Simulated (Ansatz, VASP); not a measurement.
# One calculation of Zn, two programs

Contents of INCAR:

```
SYSTEM = Zn
ALGO = Normal
EDIFF = 1E-6
ENCUT = 520
GGA = PE
ISIF = 2
ISMEAR = -1
LASPH = .True.
LCHARG = .False.
LREAL = .False.
LWAVE = .False.
NBANDS = 19
NELM = 80
PREC = Accurate
SIGMA = 0.1
```

Contents of KPOINTS:

```
k-points
0
Gamma
  16 16 16
  0 0 0
```

The input POSCAR:

```
Zn
1.0
   -2.3458896623      2.3458896623      1.1812593258
    2.3458896623     -2.3458896623      1.1812593258
    2.3458896623      2.3458896623     -1.1812593258
Zn
2
Direct
   -0.3750000000     -0.1250000000     -0.2500000000
    0.3750000000      0.1250000000      0.2500000000
```

Input for Ansatz:

```yaml
crystal:
  lattice:
    - [-2.3458896623, 2.3458896623, 1.1812593258]
    - [2.3458896623, -2.3458896623, 1.1812593258]
    - [2.3458896623, 2.3458896623, -1.1812593258]
  atoms:
    - { symbol: Zn, position: [-0.375, -0.125, -0.25] }
    - { symbol: Zn, position: [0.375, 0.125, 0.25] }
kpoints:
  mp_grid: { grid: [16, 16, 16] }
scf:
  occupations: { method: fermi_dirac, width: 0.1 }
hamiltonian:
  xc: pbe
  pseudopotentials: { kind: all_electron, lapw: { basis_error: 0.001 } }
output:
  forces: true
  stress: true
  eigenvalues: true
  populations: true
```

Change from the starting cell: volume scaled by 0.75, LAPW.

Alike in both runs: task single point; functional PBE; k mesh 16 × 16 × 16; occupations fermi-dirac, width 0.1 eV; no spin polarisation.

|  | VASP | Ansatz |
| --- | --- | --- |
| version | VASP 6.6.1 | Ansatz 0.2.0 |
| potentials or method | VASP PAW PBE potentials, release 64 (Zn), cutoff 520 eV | all-electron LAPW, scalar-relativistic |

VASP gave:

```
pressure (GPa)                                                : 31.5
traceless stress, the component that is largest in VASP (GPa) : 0.26
```

Problem. What did Ansatz give for the same quantities?

Solution. Pressure (GPa): 30.9; traceless stress, the component that is largest in VASP (GPa): 0.04.

Both programs put the cell under a high pressure, so it lies far from rest at this level. Ansatz ran all-electron here, and VASP with PAW potentials.
